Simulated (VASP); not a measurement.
# Hg (Fm-3m) in VASP: notebook, part 2 of 2

VASP 6.6.1. The steps go on from the part before.

## Step 4: Single point, RPBE

This run uses another cell than the first one, of 97.31 Å³/atom, 4.218 times its volume.

The input, INCAR:

```
PREC = Accurate ; ENCUT = 520
EDIFF = 1E-6 ; ISMEAR = -1
SIGMA = 0.1 ; LREAL = F
LASPH = T ; NELM = 60
ALGO = Normal ; ISIF = 2
LWAVE = F ; LCHARG = F
GGA = RP ; NBANDS = 12
```

The input, KPOINTS:

```
regular mesh
0
Gamma
  12 12 12
```

The input, POSCAR:

```
Hg
1.0
    0.0000000000      3.6507297173      3.6507297173
    3.6507297173      0.0000000000      3.6507297173
    3.6507297173      3.6507297173      0.0000000000
Hg
1
Direct
    0.0000000000      0.0000000000      0.0000000000
```

Potentials or basis: VASP PAW PBE potentials, release 64 (Hg).

Started as:

```bash
$ cat potpaw_PBE.64/Hg/POTCAR > POTCAR
$ mpirun -np 1 vasp_std > vasp.out
```

OUTCAR:

```text
PREC = Accurate
   ENCUT = 520
   EDIFF = 1E-6
   ISMEAR = -1
   LREAL = F
   LASPH = T
   NELM = 60
   ISIF = 2
   GGA = RP

 ion  position               nearest neighbor table
   1  0.000  0.000  0.000-

  LATTYP: Found a face centered cubic cell.
 ALAT       =     7.3014594346

  Lattice vectors:

 A1 = (   0.0000000000,   3.6507297173,   3.6507297173)
 A2 = (   3.6507297173,   0.0000000000,   3.6507297173)
 A3 = (   3.6507297173,   3.6507297173,   0.0000000000)

Analysis of symmetry for initial positions (statically):
=====================================================================
 Subroutine PRICEL returns:
 Original cell was already a primitive cell.

 Routine SETGRP: Setting up the symmetry group for a
 face centered cubic supercell.

 Subroutine GETGRP returns: Found 48 space group operations
 (whereof 48 operations were pure point group operations)
 out of a pool of 48 trial point group operations.

The static configuration has the point symmetry O_h .

Analysis of symmetry for dynamics (positions and initial velocities):
=====================================================================
 Subroutine PRICEL returns:
 Original cell was already a primitive cell.

 Routine SETGRP: Setting up the symmetry group for a
 face centered cubic supercell.

 Subroutine GETGRP returns: Found 48 space group operations
 (whereof 48 operations were pure point group operations)
 out of a pool of 48 trial point group operations.

The dynamic configuration has the point symmetry O_h .

 Subroutine INISYM returns: Found 48 space group operations
 (whereof 48 operations are pure point group operations),
 and found     1 'primitive' translations

----------------------------------------------------------------------------------------

                                     Primitive cell

  volume of cell :      97.3126

  direct lattice vectors                    reciprocal lattice vectors
     0.000000000  3.650729717  3.650729717    -0.136958920  0.136958920  0.136958920
     3.650729717  0.000000000  3.650729717     0.136958920 -0.136958920  0.136958920
     3.650729717  3.650729717  0.000000000     0.136958920  0.136958920 -0.136958920

  length of vectors
     5.162911479  5.162911479  5.162911479     0.237219808  0.237219808  0.237219808

  position of ions in fractional coordinates (direct lattice)
     0.000000000  0.000000000  0.000000000

  ion indices of the primitive-cell ions
   primitive index   ion index
                 1           1

----------------------------------------------------------------------------------------

 KPOINTS: regular mesh

Automatic generation of k-mesh.
 Grid dimensions read from file:
 generate k-points for:   12   12   12

 Generating k-lattice:

  Cartesian coordinates                     Fractional coordinates (reciprocal lattice)
    -0.011413243  0.011413243  0.011413243     0.083333333  0.000000000  0.000000000
     0.011413243 -0.011413243  0.011413243     0.000000000  0.083333333  0.000000000
     0.011413243  0.011413243 -0.011413243     0.000000000  0.000000000  0.083333333

  Length of vectors
     0.019768317  0.019768317  0.019768317

  Shift w.r.t. Gamma in fractional coordinates (k-lattice)
     0.000000000  0.000000000  0.000000000

 Subroutine IBZKPT returns following result:
 ===========================================

 Found     72 irreducible k-points:

 Following reciprocal coordinates:
            Coordinates               Weight
  0.000000  0.000000  0.000000      1.000000
  0.083333  0.000000  0.000000      8.000000
  0.166667  0.000000  0.000000      8.000000
  0.250000  0.000000  0.000000      8.000000
  0.333333  0.000000  0.000000      8.000000
  0.416667  0.000000  0.000000      8.000000
[... 16 lines left out ...]
  0.500000  0.166667  0.000000     24.000000
 -0.416667  0.166667  0.000000     24.000000
 [... further k-points ...]
   k-points           NKPTS =     72   k-points in BZ     NKDIM =     72   number of bands    NBANDS=     12
   number of dos      NEDOS =    301   number of ions     NIONS =      1
   total plane-waves  NPLWV =  64000
   dimension x,y,z NGX =    40 NGY =   40 NGZ =   40
   dimension x,y,z NGXF=    80 NGYF=   80 NGZF=   80
   ions per type =               1
   NGX,Y,Z   is equivalent  to a cutoff of  12.88, 12.88, 12.88 a.u.
   NGXF,Y,Z  is equivalent  to a cutoff of  25.76, 25.76, 25.76 a.u.
 SYSTEM =  unknown system
   PREC   = accura    normal or accurate (medium, high low for compatibility)
   ISTART =      0    job   : 0-new  1-cont  2-samecut
   ICHARG =      2    charge: 1-file 2-atom 10-const
   ISPIN  =      1    spin polarized calculation?
   LNONCOLLINEAR =      F non collinear calculations
   LSORBIT =      F    spin-orbit coupling
   LASPH  =      T    aspherical Exc in radial PAW
   ENCUT  =  520.0 eV  38.22 Ry    6.18 a.u.   9.60  9.60  9.60*2*pi/ulx,y,z
   NELM   =     60;   NELMIN=  2; NELMDL= -5     # of ELM steps
   EDIFF  = 0.1E-05   stopping-criterion for ELM
   LREAL  =      F    real-space projection
   EDIFFG = 0.1E-04   stopping-criterion for IOM
   NSW    =      0    number of steps for IOM
   IBRION =     -1    ionic relax: 0-MD 1-quasi-New 2-CG
   NFREE  =      0    steps in history (QN), initial steepest desc. (CG)
   ISIF   =      2    stress and relaxation
   ISYM   =      2    0-nonsym 1-usesym 2-fastsym
   POTIM  = 0.5000    time-step for ionic-motion
   TEBEG  =    0.0;   TEEND  =   0.0 temperature during run
   PSTRESS=    0.0 pullay stress
   NELECT =      12.0000    total number of electrons
   NUPDOWN=      -1.0000    fix difference up-down
   EMIN   =  10.00;   EMAX   =-10.00  energy-range for DOS
   EFERMI =   0.00;   METHOD = LEGACY
   ISMEAR =    -1;   SIGMA  =   0.10  broadening in eV -4-tet -1-fermi 0-gaus
   EFERMI_NEDOS =   21; number of points for ismear=-14 and -15
   IALGO  =     38    algorithm
   IMIX   =      4    mixing-type and parameters
     AMIX     =   0.40;   BMIX     =  1.00
     AMIX_MAG =   1.60;   BMIX_MAG =  1.00
  volume/ion in A,a.u.               =      97.31       656.70
  Fermi-wavevector in a.u.,A,eV,Ry     =   0.814852  1.539848  9.034055  0.663984
  Thomas-Fermi vector in A             =   1.924834
   LORBIT       =      0    0 simple, 1 ext, 2 COOP (PROOUT), +10 PAW based schemes
   GGA     = RP    functional components
   LHFCALC =     F    Hartree Fock is set to
   AEXX    =    0.0000 exact exchange contribution
   IVDW    =     0    specifies the selected vdW correction
   LEPSILON=     F    determine dielectric tensor
   LRPA    =     F    only Hartree local field effects (RPA)
 non-spin polarized calculation
  energy-cutoff  :      520.00
  volume of cell :       97.31
 maximum number of plane-waves:      2685
   NGX = 19   NGY = 19   NGZ = 19

 number of electron      12.0000001 magnetization

 Free energy of the ion-electron system (eV)
  ---------------------------------------------------
  ext. energy  EPLUGINS =         0.00000000
  ---------------------------------------------------
  free energy    TOTEN  =        -0.03469701 eV

  energy without entropy =       -0.03469701  energy(sigma->0) =       -0.03469701

 E-fermi :  -2.6516     XC(G=0):  -4.6049

 val. band max:       -4.8125436601   @ k =  -0.2500   0.5000   0.2500
 cond. band min:      -0.6795367014   @ k =   0.5000   0.0000   0.0000
 fundamental gap:      4.1330069587
 Fermi energy:        -2.6515692898

 k-point     1 :       0.0000    0.0000    0.0000
  band No.  band energies     occupation
      1      -8.1803      2.00000
      2      -8.1803      2.00000
      3      -8.1803      2.00000
      4      -8.1638      2.00000
      5      -8.1638      2.00000
      6      -5.7399      2.00000
      7       3.0272      0.00000
      8       3.0272      0.00000
      9       3.0272      0.00000
     10       3.5959      0.00000
     11       6.9357      0.00000
     12       6.9357      0.00000
[... 331 lines left out ...]
 k-point    24 :      -0.4167    0.1667    0.0000
  band No.  band energies     occupation
      1      -8.1814      2.00000
      2      -8.1731      2.00000
      3      -8.1714      2.00000
      4      -8.1520      2.00000
      5      -8.1485      2.00000
      6      -4.9863      2.00000
      7      -0.4580      0.00000
      8       1.4638      0.00000
      9       2.3431      0.00000
     10       4.8898      0.00000
     11       5.8554      0.00000
     12       6.9605      0.00000

 [... further k-points ...]

------------------------ aborting loop because EDIFF is reached ----------------------------------------

  FORCE on cell =-STRESS in cart. coord.  units (eV):
  Direction    XX          YY          ZZ          XY          YZ          ZX
  --------------------------------------------------------------------------------------
  -------------------------------------------------------------------------------------
  Total        0.0050964      0.0050964      0.0050964     -0.0000000     -0.0000000      0.0000000
  in kB        0.0839078      0.0839078      0.0839078     -0.0000000     -0.0000000      0.0000000
  external PRESSURE =       0.0839078 kB  Pullay stress =       0.0000000 kB

 VOLUME and BASIS-vectors are now :
 -----------------------------------------------------------------------------
  energy-cutoff  :      520.00
  volume of cell :       97.31
      direct lattice vectors                 reciprocal lattice vectors
     0.000000000  3.650729717  3.650729717    -0.136958920  0.136958920  0.136958920
     3.650729717  0.000000000  3.650729717     0.136958920 -0.136958920  0.136958920
     3.650729717  3.650729717  0.000000000     0.136958920  0.136958920 -0.136958920

 POSITION                                       TOTAL-FORCE (eV/Angst)
 -----------------------------------------------------------------------------------
      0.00000      0.00000      0.00000        -0.000000     -0.000000     -0.000000
 -----------------------------------------------------------------------------------
    total drift:                               -0.000000      0.000000     -0.000000

  FREE ENERGIE OF THE ION-ELECTRON SYSTEM (eV)
  ---------------------------------------------------
  free  energy   TOTEN  =        -0.0346970131 eV

  energy  without entropy=       -0.0346970123  energy(sigma->0) =       -0.03469701
```

OSZICAR:

```text
N       E                     dE             d eps       ncg     rms          rms(c)
DAV:   1     0.712477089632E+02    0.71248E+02   -0.47434E+03  1728   0.774E+02
DAV:   2     0.254643818985E+01   -0.68701E+02   -0.63205E+02  1920   0.185E+02
DAV:   3    -0.285486502357E-01   -0.25750E+01   -0.25690E+01  2008   0.375E+01
DAV:   4    -0.350048216596E-01   -0.64562E-02   -0.64560E-02  1932   0.244E+00
DAV:   5    -0.350232947912E-01   -0.18473E-04   -0.18473E-04  2088   0.113E-01    0.230E-01
DAV:   6    -0.347185011815E-01    0.30479E-03   -0.11555E-03  1936   0.328E-01    0.539E-02
DAV:   7    -0.347047327632E-01    0.13768E-04   -0.10289E-04  1916   0.943E-02    0.262E-02
DAV:   8    -0.346958126258E-01    0.89201E-05   -0.15439E-05  1832   0.447E-02    0.100E-03
DAV:   9    -0.346969303243E-01   -0.11177E-05   -0.11428E-07  1860   0.237E-03    0.436E-04
DAV:  10    -0.346970130738E-01   -0.82749E-07   -0.73461E-08  1744   0.235E-03
   1 F= -.34697013E-01 E0= -.34697013E-01  d E =-.781034E-09
```

stdout:

```text
POSCAR found type information on POSCAR Hg
 POSCAR found :  1 types and       1 ions
 scaLAPACK will be used
 -----------------------------------------------------------------------------
|                                                                             |
|                                                                             |
|     You enforced a specific xc type in the INCAR file but a different       |
|     I HOPE YOU KNOW WHAT YOU ARE DOING!                                     |
|                                                                             |
 -----------------------------------------------------------------------------

 LDA part: xc-table for (Slater+PW92), standard interpolation
 POSCAR, INCAR and KPOINTS ok, starting setup
 FFT: planning ... GRIDC
 FFT: planning ... GRID_SOFT
 FFT: planning ... GRID
 WAVECAR not read
 entering main loop
```

Run time: 66 s. Hardware: 1 thread of Intel Xeon Platinum 8375C at 2.90GHz (Ice Lake), shared host; peak memory 0.27 GiB.

What came out:

```yaml
Free_energy: -0.0347 eV
Pressure: 0.0 GPa
Band_gap_on_the_k_mesh: 4.13 eV, indirect (least direct gap 4.37 eV)
```

Caveat: the PAW data sets were made with another functional, which shifts forces and pressure a little; spin-orbit coupling is left out, which moves the levels of the heavy elements. A k mesh can miss the band edges.
